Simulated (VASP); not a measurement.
A run of VASP 6.6.1 is set up as follows.

File INCAR:

```
ALGO     = Normal         # electronic algorithm
DIPOL    = 0.5 0.5 0.500
EDIFF    = 1E-7           # SCF threshold, eV
ENCUT    = 520            # plane-wave cutoff, eV
GGA      = CA             # functional
IDIPOL   = 3            
ISIF     = 2              # what is computed and relaxed
ISMEAR   = -1             # smearing method
LASPH    = T              # aspherical terms in the spheres
LCHARG   = T              # write CHGCAR
LDIPOL   = T            
LELF     = T              # ELF
LREAL    = F              # projectors in reciprocal space
LVACPOTAV= T            
LVHAR    = T            
LWAVE    = F              # write WAVECAR
NBANDS   = 36             # bands
NELM     = 80             # most SCF steps
PREC     = Accurate       # precision mode
SIGMA    = 0.02           # smearing width, eV
```

Contents of KPOINTS:

```
k-points
0
Gamma
  7 5 1
```

File POSCAR:

```
ZnSe
1.0
    3.9370274877      0.0000000000      0.0000000000
    0.0000000000      5.5677976685      0.0000000000
    0.0000000000      0.0000000000     19.9370000000
Zn Se
3 3
Direct
    0.2500000000      0.0841758336      0.4226181302
    0.7500000000      0.6669689217      0.5000000234
    0.2500000000      0.0841759727      0.5773818662
    0.7500000000      0.8779382358      0.3937943372
    0.2500000000      0.4088026170      0.4999999714
    0.7500000000      0.8779384193      0.6062056716
```

Potentials or basis: VASP PAW LDA potentials, release 64 (Zn, Se).

Run with:

```sh
$ cat potpaw_LDA.64/Zn/POTCAR potpaw_LDA.64/Se/POTCAR > POTCAR
$ mpirun -np 1 vasp_std > vasp.out
```

Q: What does it give for the largest force?

A: 0.050 eV/Å.

Q: Predict the band gap on the k mesh.

A: 1.92 eV, direct.

Forces in eV/Å, atoms in the order of the input:
```
Zn   0.000  0.007 -0.008
Zn   0.000 -0.008  0.000
Zn   0.000  0.007  0.008
Se   0.000 -0.016 -0.048
Se   0.000  0.026  0.000
Se   0.000 -0.016  0.048
```
